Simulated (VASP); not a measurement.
**LiNbO3: single point with PBE**

Crystal: LiNbO3.

```
CELL_PARAMETERS angstrom
2.62290 1.51433 4.57312
-2.62290 1.51433 4.57312
0.00000 -3.02867 4.57312
ATOMIC_POSITIONS crystal
Li 0.28159 0.28159 0.28159
Li 0.78159 0.78159 0.78159
Nb 0.00049 0.00049 0.00049
Nb 0.50049 0.50049 0.50049
O 0.11046 0.35803 0.72110
O 0.72110 0.11046 0.35803
O 0.35803 0.72110 0.11046
O 0.22110 0.85803 0.61046
O 0.85803 0.61046 0.22110
O 0.61046 0.22110 0.85803
```

This cell differs from its parent crystal: volume 10.899 Å^3 an atom, c/a of the conventional cell 2.6153.

```json
{
 "Program": "VASP 6.6.1",
 "Task": "single point",
 "Functional": "PBE",
 "Potentials or basis": "VASP PAW PBE potentials, release 64 (Li_sv, Nb_sv, O)",
 "Cutoff": "520 eV",
 "k mesh": "6 × 6 × 6",
 "Occupations": "gaussian, width 0.05 eV",
 "Spin": "no spin polarisation"
}
```

```yaml
Largest_force: 0.114 eV/Å
Band_gap_on_the_k_mesh: 3.52 eV, indirect (least direct gap 3.58 eV)
```

Forces in eV/Å, atoms in the order of the input:
```
Li   0.000  0.000 -0.044
Li   0.000  0.000 -0.044
Nb   0.000  0.000  0.043
Nb   0.000  0.000  0.043
O    0.105 -0.043  0.000
O   -0.015  0.113  0.000
O   -0.090 -0.070  0.000
O    0.090 -0.070  0.000
O   -0.105 -0.043  0.000
O    0.015  0.113  0.000
```

Levels at points of the mesh, in eV from the valence-band top:
| k point | band 30 | band 31 | band 32 | band 33 | band 34 | band 35 | band 36 | band 37 | band 38 | band 39 |
| --- | --- | --- | --- | --- | --- | --- | --- | --- | --- | --- |
| (0.00, 0.00, 0.00) | -0.68 | -0.55 | -0.47 | -0.01 | -0.01 | 3.56 | 3.56 | 3.91 | 5.03 | 5.03 |
| (0.50, 0.00, 0.00) | -0.37 | -0.27 | -0.27 | -0.19 | -0.19 | 3.81 | 3.81 | 4.60 | 4.60 | 4.82 |
| (0.50, 0.50, 0.00) | -0.97 | -0.68 | -0.61 | -0.50 | -0.20 | 3.62 | 4.06 | 4.52 | 4.54 | 5.12 |
| (0.50, 0.50, 0.50) | -0.58 | -0.34 | -0.34 | -0.34 | -0.34 | 4.44 | 4.44 | 4.73 | 4.73 | 4.73 |

Wall time 4.5 min on 1 thread of Intel(R) Xeon(R) 6975P-C (Granite Rapids) (shared host), peak memory 0.32 GiB.

 A k mesh can miss the band edges.
